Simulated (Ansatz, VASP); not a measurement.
# MgS: VASP beside Ansatz

The input INCAR:

```
SYSTEM = MgS
ALGO = Normal
EDIFF = 1E-7
ENCUT = 520
GGA = CA
ISIF = 2
ISMEAR = -1
LASPH = .TRUE.
LCHARG = .FALSE.
LREAL = .FALSE.
LWAVE = .FALSE.
NBANDS = 11
NELM = 60
PREC = Accurate
SIGMA = 0.05
```

Contents of KPOINTS:

```
k-points
0
G
  13 13 13
  0 0 0
```

Contents of POSCAR:

```
MgS
1.0
    0.0000000000      2.8483745724      2.8483745724
    2.8483745724      0.0000000000      2.8483745724
    2.8483745724      2.8483745724      0.0000000000
Mg S
1 1
Direct
    0.0000000000      0.0000000000      0.0000000000
    0.2500000000      0.2500000000      0.2500000000
```

Input for Ansatz:

```yaml
crystal:
  lattice:
    - [0.0, 2.8483745724, 2.8483745724]
    - [2.8483745724, 0.0, 2.8483745724]
    - [2.8483745724, 2.8483745724, 0.0]
  atoms:
    - { symbol: Mg, position: [0.0, 0.0, 0.0] }
    - { symbol: S, position: [0.25, 0.25, 0.25] }
kpoints:
  mp_grid: { grid: [13, 13, 13] }
  band_path:
    path:
      - [0.0, 0.0, 0.0]
      - [-0.5, -0.5, 0.0]
      - [-0.375, -0.375, 0.25]
      - [-0.375, 0.0, 0.375]
      - [0.0, 0.0, 0.0]
      - [0.0, 0.0, 0.5]
      - [-0.5, -0.25, 0.25]
      - [-0.5, -0.5, 0.0]
    npoints: 5
scf:
  occupations: { method: fermi_dirac, width: 0.05 }
hamiltonian:
  xc: lda
  pseudopotentials: { kind: all_electron, lapw: { basis_error: 0.0005 } }
output:
  forces: true
  stress: true
  eigenvalues: true
```

Alike in both runs: task single point; functional LDA; k mesh 13 × 13 × 13; occupations fermi-dirac, width 0.05 eV; no spin polarisation.

```csv
,VASP,Ansatz
version,VASP 6.6.1,Ansatz 0.2.0
potentials or method,"VASP PAW LDA potentials, release 64 (Mg, S), cutoff 520 eV","all-electron LAPW, scalar-relativistic"
```

VASP gave:

| Property | Result |
| --- | --- |
| gap on the k mesh at the Fermi level (eV) | 3.10 |
| pressure (GPa) | -3.3 |

Q: Which values does Ansatz return?

A: gap on the k mesh at the Fermi level (eV): 3.10; pressure (GPa): -3.0.

LDA's correlation is that of Perdew and Zunger in VASP and of Perdew and Wang (1992) in Ansatz. Ansatz ran all-electron here, and VASP with PAW potentials.
